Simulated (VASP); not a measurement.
# Ru (P6_3/mmc) in VASP: notebook

Ru is run at these levels: r2SCAN; tasks: single point.

Everything below comes from runs of VASP 6.6.1. Logs are shortened: lines on timing, memory, paths and dates and some standing lists are left out, and cuts for length are marked.

## Step 1: The cell of the first run

Symmetry: P6_3/mmc, No. 194, hexagonal system. Conventional cell: a = 2.706 Å, b = 2.706 Å, c = 4.282 Å, α = 90.00°, β = 90.00°, γ = 120.00°. Ru (site symmetry -6m2) has 12 Ru at 2.65 to 2.71 Å within 3.5 Å.

## Step 2: Single point, r2SCAN

File POSCAR:

```
Ru
1.0
    2.7058000000      0.0000000000      0.0000000000
   -1.3529000000      2.3432915400      0.0000000000
    0.0000000000      0.0000000000      4.2819000000
Ru
2
Direct
    0.3333333300      0.6666666700      0.2500000000
    0.6666666700      0.3333333300      0.7500000000
```

File INCAR.step1:

```
SYSTEM = Ru
PREC     = Accurate       ! precision mode
ENCUT    = 550            ! plane-wave cutoff, eV
ISMEAR   = -1             ! smearing method
SIGMA    = 0.5            ! smearing width, eV
LREAL    = .FALSE.        ! projectors in reciprocal space
LASPH    = .TRUE.         ! aspherical terms in the spheres
NELM     = 120            ! most SCF steps
NBANDS   = 21             ! bands
GGA      = PE             ! functional
ALGO     = Normal         ! electronic algorithm
EDIFF    = 1E-5           ! SCF threshold, eV
LWAVE    = .TRUE.         ! write WAVECAR
LCHARG   = .FALSE.        ! write CHGCAR
GGA_COMPAT= .FALSE.
```

File INCAR.step2:

```
SYSTEM = Ru
PREC     = Accurate       ! precision mode
ENCUT    = 550            ! plane-wave cutoff, eV
EDIFF    = 1E-6           ! SCF threshold, eV
ISMEAR   = -1             ! smearing method
SIGMA    = 0.5            ! smearing width, eV
LREAL    = .FALSE.        ! projectors in reciprocal space
LASPH    = .TRUE.         ! aspherical terms in the spheres
NELM     = 120            ! most SCF steps
ALGO     = Normal         ! electronic algorithm
ISIF     = 2              ! what is computed and relaxed
LWAVE    = .FALSE.        ! write WAVECAR
LCHARG   = .FALSE.        ! write CHGCAR
METAGGA  = R2SCAN         ! meta-GGA
LMIXTAU  = .TRUE.       
NBANDS   = 21             ! bands
ISTART   = 1            
GGA_COMPAT= .FALSE.
```

File KPOINTS:

```
Automatic mesh
0
G
  14 14 8
  0 0 0
```

Potentials or basis: VASP PAW PBE potentials, release 64 (Ru_pv).

Command:

```sh
$ cat potpaw_PBE.64/Ru_pv/POTCAR > POTCAR
$ cp INCAR.step1 INCAR
$ mpirun -np 1 vasp_std > vasp.out
$ cp INCAR.step2 INCAR
$ mpirun -np 1 vasp_std > vasp.out
```

OUTCAR:

```text
SYSTEM = Ru
   PREC = Accurate
   ENCUT = 550
   EDIFF = 1E-6
   ISMEAR = -1
   LREAL = .FALSE.
   LASPH = .TRUE.
   NELM = 120
   ISIF = 2
   METAGGA = R2SCAN
   ISTART = 1

 ion  position               nearest neighbor table
   1  0.333  0.667  0.250-   2 2.65   2 2.65   2 2.65   2 2.65   2 2.65   2 2.65
   2  0.667  0.333  0.750-   1 2.65   1 2.65   1 2.65   1 2.65   1 2.65   1 2.65

  LATTYP: Found a hexagonal cell.
 ALAT       =     2.7058000000
 C/A-ratio  =     1.5824894671

  Lattice vectors:

 A1 = (   2.7058000000,   0.0000000000,   0.0000000000)
 A2 = (  -1.3529000000,   2.3432915400,   0.0000000000)
 A3 = (   0.0000000000,   0.0000000000,   4.2819000000)

Analysis of symmetry for initial positions (statically):
=====================================================================
 Subroutine PRICEL returns:
 Original cell was already a primitive cell.

 Routine SETGRP: Setting up the symmetry group for a
 hexagonal supercell.

 Subroutine GETGRP returns: Found 24 space group operations
 (whereof 12 operations were pure point group operations)
 out of a pool of 24 trial point group operations.

The static configuration has the point symmetry D_3d.
 The point group associated with its full space group is D_6h.

Analysis of symmetry for dynamics (positions and initial velocities):
=====================================================================
 Subroutine PRICEL returns:
 Original cell was already a primitive cell.

 Routine SETGRP: Setting up the symmetry group for a
 hexagonal supercell.

 Subroutine GETGRP returns: Found 24 space group operations
 (whereof 12 operations were pure point group operations)
 out of a pool of 24 trial point group operations.

The dynamic configuration has the point symmetry D_3d.
 The point group associated with its full space group is D_6h.

 Subroutine INISYM returns: Found 24 space group operations
 (whereof 12 operations are pure point group operations),
 and found     1 'primitive' translations

----------------------------------------------------------------------------------------

                                     Primitive cell

  volume of cell :      27.1493

  direct lattice vectors                    reciprocal lattice vectors
     2.705800000  0.000000000  0.000000000     0.369576465  0.213375072  0.000000000
    -1.352900000  2.343291540  0.000000000     0.000000000  0.426750143  0.000000000
     0.000000000  0.000000000  4.281900000     0.000000000  0.000000000  0.233541185

  length of vectors
     2.705800000  2.705800002  4.281900000     0.426750143  0.426750143  0.233541185

  position of ions in fractional coordinates (direct lattice)
     0.333333330  0.666666670  0.250000000
     0.666666670  0.333333330  0.750000000

  ion indices of the primitive-cell ions
   primitive index   ion index
                 1           1
                 2           2

----------------------------------------------------------------------------------------

 KPOINTS: Automatic mesh

Automatic generation of k-mesh.
 Grid dimensions read from file:
 generate k-points for:   14   14    8

 Generating k-lattice:

  Cartesian coordinates                     Fractional coordinates (reciprocal lattice)
     0.026398319  0.015241077  0.000000000     0.071428571  0.000000000  0.000000000
     0.000000000  0.030482153  0.000000000     0.000000000  0.071428571  0.000000000
     0.000000000  0.000000000  0.029192648     0.000000000  0.000000000  0.125000000

  Length of vectors
     0.030482153  0.030482153  0.029192648

  Shift w.r.t. Gamma in fractional coordinates (k-lattice)
     0.000000000  0.000000000  0.000000000

 Subroutine IBZKPT returns following result:
 ===========================================

 Found    120 irreducible k-points:

 Following reciprocal coordinates:
            Coordinates               Weight
  0.000000  0.000000  0.000000      1.000000
  0.071429 -0.000000  0.000000      6.000000
  0.142857 -0.000000  0.000000      6.000000
  0.214286 -0.000000  0.000000      6.000000
  0.285714  0.000000  0.000000      6.000000
  0.357143 -0.000000  0.000000      6.000000
[... 16 lines left out ...]
  0.285714  0.285714  0.000000      6.000000
  0.357143  0.285714  0.000000      6.000000
 [... further k-points ...]
   k-points           NKPTS =    120   k-points in BZ     NKDIM =    120   number of bands    NBANDS=     21
   number of dos      NEDOS =    301   number of ions     NIONS =      2
   total plane-waves  NPLWV =  20736
   dimension x,y,z NGX =    24 NGY =   24 NGZ =   36
   dimension x,y,z NGXF=    48 NGYF=   48 NGZF=   72
   ions per type =               2
   NGX,Y,Z   is equivalent  to a cutoff of  14.75, 14.75, 13.98 a.u.
   NGXF,Y,Z  is equivalent  to a cutoff of  29.49, 29.49, 27.95 a.u.
 SYSTEM =  Ru
   PREC   = accura    normal or accurate (medium, high low for compatibility)
   ISTART =      1    job   : 0-new  1-cont  2-samecut
[... 35 lines left out ...]
   IVDW    =     0    specifies the selected vdW correction
   LEPSILON=     F    determine dielectric tensor
   LRPA    =     F    only Hartree local field effects (RPA)
 non-spin polarized calculation
  energy-cutoff  :      550.00
  volume of cell :       27.15
 maximum number of plane-waves:       818
 NGX is ok and might be reduce to    24
   NGX = 11   NGY = 11   NGZ = 17

 number of electron      28.0000002 magnetization

 Free energy of the ion-electron system (eV)
  ---------------------------------------------------
  ext. energy  EPLUGINS =         0.00000000
  ---------------------------------------------------
  free energy    TOTEN  =       -51.60733632 eV

  energy without entropy =      -49.97001885  energy(sigma->0) =      -50.78867758

 E-fermi :  12.7777     XC(G=0): -15.3904

 val. band max:       12.7747974031   @ k =   0.4286   0.0714   0.2500
 cond. band min:      12.7847245205   @ k =   0.2857   0.1429   0.0000
 fundamental gap:      0.0099271175
 Fermi energy:        12.7777327028

 k-point     1 :       0.0000    0.0000    0.0000
  band No.  band energies     occupation
      1     -32.2757      2.00000
      2     -31.2659      2.00000
      3     -31.2659      2.00000
      4     -31.0825      2.00000
      5     -31.0825      2.00000
      6     -31.0378      2.00000
[... 13 lines left out ...]
     20      21.2641      0.00000
     21      23.5988      0.00000

 k-point     2 :       0.0714   -0.0000    0.0000
  band No.  band energies     occupation
      1     -32.2569      2.00000
      2     -31.3060      2.00000
      3     -31.2794      2.00000
      4     -31.1245      2.00000
      5     -31.0880      2.00000
      6     -31.0465      2.00000
[... 13 lines left out ...]
     20      21.2640      0.00000
     21      23.5680      0.00000

 k-point     3 :       0.1429   -0.0000    0.0000
  band No.  band energies     occupation
      1     -32.2022      2.00000
      2     -31.4186      2.00000
      3     -31.3163      2.00000
      4     -31.2403      2.00000
      5     -31.1040      2.00000
      6     -31.0727      2.00000
[... 13 lines left out ...]
     20      21.2641      0.00000
     21      23.4696      0.00000

 k-point     4 :       0.2143   -0.0000    0.0000
  band No.  band energies     occupation
      1     -32.1171      2.00000
      2     -31.5813      2.00000
      3     -31.4029      2.00000
      4     -31.3678      2.00000
      5     -31.1288      2.00000
      6     -31.1163      2.00000
[... 13 lines left out ...]
     20      21.2640      0.00000
     21      23.3146      0.00000

 k-point     5 :       0.2857    0.0000    0.0000
  band No.  band energies     occupation
      1     -32.0109      2.00000
      2     -31.7618      2.00000
      3     -31.5772      2.00000
      4     -31.4229      2.00000
      5     -31.1764      2.00000
      6     -31.1578      2.00000
[... 13 lines left out ...]
     20      21.4251      0.00000
     21      23.1470      0.00000
[... 382 lines left out ...]
     20      22.2884      0.00000
     21      23.7901      0.00000

 k-point    22 :       0.3571    0.2143    0.0000
  band No.  band energies     occupation
      1     -31.9756      2.00000
      2     -31.7878      2.00000
      3     -31.6725      2.00000
      4     -31.6592      2.00000
      5     -31.4175      2.00000
      6     -31.4109      2.00000
[... 13 lines left out ...]
     20      21.2641      0.00000
     21      23.0085      0.00000

 k-point    23 :       0.2857    0.2857    0.0000
  band No.  band energies     occupation
      1     -31.9333      2.00000
      2     -31.7955      2.00000
      3     -31.6596      2.00000
      4     -31.6571      2.00000
      5     -31.4695      2.00000
      6     -31.4305      2.00000
[... 13 lines left out ...]
     20      21.3238      0.00000
     21      21.9085      0.00000

 k-point    24 :       0.3571    0.2857    0.0000
  band No.  band energies     occupation
      1     -31.9367      2.00000
      2     -31.7397      2.00000
      3     -31.7348      2.00000
      4     -31.5906      2.00000
      5     -31.5083      2.00000
      6     -31.4905      2.00000
[... 13 lines left out ...]
     20      21.2642      0.00000
     21      21.3112      0.00000

 [... further k-points ...]
[... 5 lines left out ...]
  --------------------------------------------------------------------------------------
  -------------------------------------------------------------------------------------
  Total        1.1443701      1.1443701      1.3442935      0.0000000     -0.0000000      0.0000000
  in kB       67.5333891     67.5333893     79.3315852      0.0000000     -0.0000000      0.0000000
  external PRESSURE =      71.4661212 kB  Pullay stress =       0.0000000 kB

 VOLUME and BASIS-vectors are now :
 -----------------------------------------------------------------------------
  energy-cutoff  :      550.00
  volume of cell :       27.15
      direct lattice vectors                 reciprocal lattice vectors
     2.705800000  0.000000000  0.000000000     0.369576465  0.213375072  0.000000000
    -1.352900000  2.343291540  0.000000000     0.000000000  0.426750143  0.000000000
     0.000000000  0.000000000  4.281900000     0.000000000  0.000000000  0.233541185

 POSITION                                       TOTAL-FORCE (eV/Angst)
 -----------------------------------------------------------------------------------
     -0.00000      1.56219      1.07048        -0.000000      0.000000      0.000000
      1.35290      0.78110      3.21143         0.000000     -0.000000      0.000000
 -----------------------------------------------------------------------------------
    total drift:                               -0.000004      0.000003     -0.000000

  FREE ENERGIE OF THE ION-ELECTRON SYSTEM (eV)
  ---------------------------------------------------
  free  energy   TOTEN  =       -51.6073363160 eV

  energy  without entropy=      -49.9700188510  energy(sigma->0) =      -50.78867758
```

Wall time 3.9 min (1 thread of Intel Xeon 8259CL, shared host); peak memory 0.2 GiB.

Results:

```
Free energy            : -51.6073 eV
Pressure               : 7.1 GPa
Band gap on the k mesh : zero (bands 14 and 15 overlap by 3.27 eV)
```

Stress tensor (GPa, compression positive):
```
6.75 0.00 0.00
0.00 6.75 0.00
0.00 0.00 7.93
```

Levels at points of the mesh, in eV from the Fermi level:
```tsv
k point	band 12	band 13	band 14	band 15	band 16	band 17
(0.00, 0.00, 0.00)	-1.99	-1.99	-1.45	-1.45	1.24	1.24
(0.50, 0.00, 0.00)	-1.89	-1.58	1.49	1.93	2.00	4.23
(0.00, 0.00, 0.50)	-2.88	-2.84	-2.84	0.57	0.57	0.57
(0.50, 0.00, 0.50)	-1.10	0.46	0.46	1.76	1.76	3.53
```

Caveat: the cell stands under pressure; so wide a smearing shifts energies and pressures; the PAW data sets were made with another functional, which shifts forces and pressure a little.

## Step 3: Single point, r2SCAN

POSCAR is that of step 2.

File INCAR.step1:

```
SYSTEM = Ru
ALGO = Normal
EDIFF = 1E-5
ENCUT = 550
GGA = PE
GGA_COMPAT = .FALSE.
ISMEAR = -1
LASPH = .TRUE.
LCHARG = .FALSE.
LREAL = .FALSE.
LWAVE = .TRUE.
NBANDS = 21
NELM = 120
PREC = Accurate
SIGMA = 0.3
```

File INCAR.step2:

```
SYSTEM = Ru
ALGO = Normal
EDIFF = 1E-6
ENCUT = 550
GGA_COMPAT = .FALSE.
ISIF = 2
ISMEAR = -1
ISTART = 1
LASPH = .TRUE.
LCHARG = .FALSE.
LMIXTAU = .TRUE.
LREAL = .FALSE.
LWAVE = .FALSE.
METAGGA = R2SCAN
NBANDS = 21
NELM = 120
PREC = Accurate
SIGMA = 0.3
```

File KPOINTS:

```
k-points
0
G
  14 14 8
  0 0 0
```

Potentials or basis: VASP PAW PBE potentials, release 64 (Ru_pv).

Command:

```sh
$ cat potpaw_PBE.64/Ru_pv/POTCAR > POTCAR
$ cp INCAR.step1 INCAR
$ mpirun -np 1 vasp_std > vasp.out
$ cp INCAR.step2 INCAR
$ mpirun -np 1 vasp_std > vasp.out
```

Run time: 4.5 min. Hardware: 1 thread of Intel Xeon 8259CL, shared host; peak memory 0.2 GiB.

Results (log left out):

```yaml
Free_energy: -51.1041 eV
Pressure: 1.8 GPa
Band_gap_on_the_k_mesh: zero (bands 14 and 15 overlap by 3.27 eV)
```

Stress tensor (GPa, compression positive):
```
2.06 0.00 0.00
0.00 2.06 0.00
0.00 0.00 1.42
```

Levels at points of the mesh, in eV from the Fermi level:
```tsv
k point	band 10	band 11	band 12	band 13	band 14	band 15	band 16	band 17	band 18	band 19
(0.00, 0.00, 0.00)	-2.71	-2.53	-2.00	-2.00	-1.47	-1.47	1.23	1.23	1.33	8.42
(0.50, 0.00, 0.00)	-3.16	-2.19	-1.88	-1.59	1.48	1.91	1.98	4.23	6.40	8.42
(0.00, 0.00, 0.50)	-2.89	-2.89	-2.89	-2.84	-2.84	0.56	0.56	0.56	0.56	8.42
(0.50, 0.00, 0.50)	-4.75	-1.11	-1.11	0.45	0.45	1.74	1.74	3.53	3.53	8.42
```

Caveat: so wide a smearing shifts energies and pressures; an empty level that is flat over the whole mesh can mark a ghost state of the potentials, or a narrow d or f band; the PAW data sets were made with another functional, which shifts forces and pressure a little.

## Step 4: Single point, r2SCAN

POSCAR is that of step 3.

File INCAR.step1:

```
SYSTEM = Ru
  ALGO = Normal
  EDIFF = 1E-5
  ENCUT = 550
  GGA = PE
  GGA_COMPAT = .FALSE.
  ISMEAR = -1
  LASPH = .TRUE.
  LCHARG = .FALSE.
  LREAL = .FALSE.
  LWAVE = .TRUE.
  NBANDS = 21
  NELM = 120
  PREC = Accurate
  SIGMA = 0.2
```

File INCAR.step2:

```
SYSTEM = Ru
  ALGO = Normal
  EDIFF = 1E-6
  ENCUT = 550
  GGA_COMPAT = .FALSE.
  ISIF = 2
  ISMEAR = -1
  ISTART = 1
  LASPH = .TRUE.
  LCHARG = .TRUE.
  LELF = .TRUE.
  LMIXTAU = .TRUE.
  LREAL = .FALSE.
  LVHAR = .TRUE.
  LWAVE = .FALSE.
  METAGGA = R2SCAN
  NBANDS = 21
  NELM = 120
  PREC = Accurate
  SIGMA = 0.2
```

KPOINTS is that of step 3.

Command:

```sh
$ cat potpaw_PBE.64/Ru_pv/POTCAR > POTCAR
$ cp INCAR.step1 INCAR
$ mpirun -np 1 vasp_std > vasp.out
$ cp INCAR.step2 INCAR
$ mpirun -np 1 vasp_std > vasp.out
```

Wall time 4.1 min (1 thread of Intel Xeon 8259CL, shared host); peak memory 0.2 GiB.

The run converged. Its results:

| Quantity | Value |
| --- | --- |
| Free energy | -50.9613 eV |
| Pressure | 0.4 GPa |
| Band gap on the k mesh | zero (bands 14 and 15 overlap by 3.27 eV) |

Stress tensor (GPa, compression positive):
```
 0.83  0.00  0.00
 0.00  0.83  0.00
 0.00  0.00 -0.56
```

Levels at points of the mesh, in eV from the Fermi level:
```tsv
k point	band 10	band 11	band 12	band 13	band 14	band 15	band 16	band 17	band 18	band 19
(0.00, 0.00, 0.00)	-2.71	-2.53	-2.01	-2.01	-1.47	-1.47	1.22	1.22	1.33	8.40
(0.50, 0.00, 0.00)	-3.16	-2.19	-1.88	-1.59	1.47	1.91	1.97	4.22	6.40	8.40
(0.00, 0.00, 0.50)	-2.89	-2.89	-2.89	-2.84	-2.84	0.55	0.55	0.55	0.55	8.40
(0.50, 0.00, 0.50)	-4.76	-1.12	-1.12	0.45	0.45	1.74	1.74	3.53	3.53	8.40
```

Caveat: an empty level that is flat over the whole mesh can mark a ghost state of the potentials, or a narrow d or f band; the PAW data sets were made with another functional, which shifts forces and pressure a little.

## Step 5: Single point, r2SCAN

POSCAR is that of step 4.

File INCAR.step1:

```
PREC = Accurate
ENCUT = 550
ISMEAR = -1
SIGMA = 0.1
LREAL = F
LASPH = T
NELM = 120
NBANDS = 21
GGA = PE
ALGO = Normal
EDIFF = 1E-5
LWAVE = T
LCHARG = F
GGA_COMPAT = F
```

File INCAR.step2:

```
PREC = Accurate
ENCUT = 550
EDIFF = 1E-6
ISMEAR = -1
SIGMA = 0.1
LREAL = F
LASPH = T
NELM = 120
ALGO = Normal
ISIF = 2
LWAVE = F
LCHARG = T
METAGGA = R2SCAN
LMIXTAU = T
LELF = T
LVHAR = T
NBANDS = 21
ISTART = 1
GGA_COMPAT = F
```

File KPOINTS:

```
regular mesh
0
Gamma
  14 14 8
```

Command:

```sh
$ cat potpaw_PBE.64/Ru_pv/POTCAR > POTCAR
$ cp INCAR.step1 INCAR
$ mpirun -np 1 vasp_std > vasp.out
$ cp INCAR.step2 INCAR
$ mpirun -np 1 vasp_std > vasp.out
```

It took 3.9 min on 1 thread of Intel Xeon 8259CL, shared host; peak memory 0.2 GiB.

Results (log left out):

```
Free energy            : -50.8795 eV
Pressure               : -0.3 GPa
Band gap on the k mesh : zero (bands 14 and 15 overlap by 3.27 eV)
```

Stress tensor (GPa, compression positive):
```
 0.28  0.00  0.00
 0.00  0.28  0.00
 0.00  0.00 -1.60
```

Levels at points of the mesh, in eV from the Fermi level:
```csv
k point,band 12,band 13,band 14,band 15,band 16,band 17
"(0.00, 0.00, 0.00)",-2.00,-2.00,-1.47,-1.47,1.23,1.23
"(0.50, 0.00, 0.00)",-1.88,-1.59,1.48,1.91,1.98,4.23
"(0.00, 0.00, 0.50)",-2.88,-2.83,-2.83,0.56,0.56,0.56
"(0.50, 0.00, 0.50)",-1.11,0.46,0.46,1.74,1.74,3.54
```

Caveat: an empty level that is flat over the whole mesh can mark a ghost state of the potentials, or a narrow d or f band; the PAW data sets were made with another functional, which shifts forces and pressure a little.

## Step 6: Summary

| smearing | gap on the mesh (eV) | pressure (GPa) |
| --- | --- | --- |
| fermi-dirac 0.5 eV | none | 7.1 |
| fermi-dirac 0.3 eV | none | 1.8 |
| fermi-dirac 0.2 eV | none | 0.4 |
| fermi-dirac 0.1 eV | none | -0.3 |

Alike in all rows: task single point; level r2SCAN; potentials or basis VASP PAW PBE potentials, release 64 (Ru_pv); no spin polarisation; cell as given; k mesh 14 × 14 × 8; cutoff (eV) 550.

Caveats: the PAW data sets were made with another functional, which shifts forces and pressure a little; an empty level that is flat over the whole mesh can mark a ghost state of the potentials, or a narrow d or f band (at least some runs); so wide a smearing shifts energies and pressures (at least some runs); the cell stands under pressure (at least some runs).

Absolute energies hang on the potentials; compare differences alone.
